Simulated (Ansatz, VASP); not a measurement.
# One calculation of Tl2SnH4, two programs

```xyz
7
Lattice="2.0663 1.1930 5.6971 -2.0663 1.1930 5.6971 0.0000 -2.3860 5.6971" Properties=species:S:1:pos:R:3 pbc="T T T"
Tl    0.0000    0.0000    2.6678
Tl    0.0000    0.0000   14.4236
Sn    0.0000    0.0000    0.0000
H     0.0000    0.0000    8.5457
H     0.0000    1.1930    5.6971
H    -1.0332   -0.5965    5.6971
H     1.0332   -0.5965    5.6971
```

Alike in both runs: task single point; functional PBE; k mesh 6 × 6 × 6; occupations gaussian, width 0.1 eV; no spin polarisation.

|  | VASP | Ansatz |
| --- | --- | --- |
| version | VASP 6.6.1 | Ansatz 0.2.0 |
| potentials or method | VASP PAW PBE potentials, release 64 (Tl_d, Sn_d, H), cutoff 520 eV | scalar-relativistic, plane waves, PAW |
| valence electrons in the cell | 44 | 44 |

|  | VASP | Ansatz | Ansatz less VASP |
| --- | --- | --- | --- |
| gap on the k mesh at the Fermi level (eV) | none | none | - |
| rms of the force components (eV/Å) | 0.329 | 0.329 | -0.0003 |

Atom by atom the forces differ by 0.000 eV/Å (rms over components). A gap of «none» marks a metal or a gap that the smearing closes.

Neither program's run includes spin-orbit coupling.
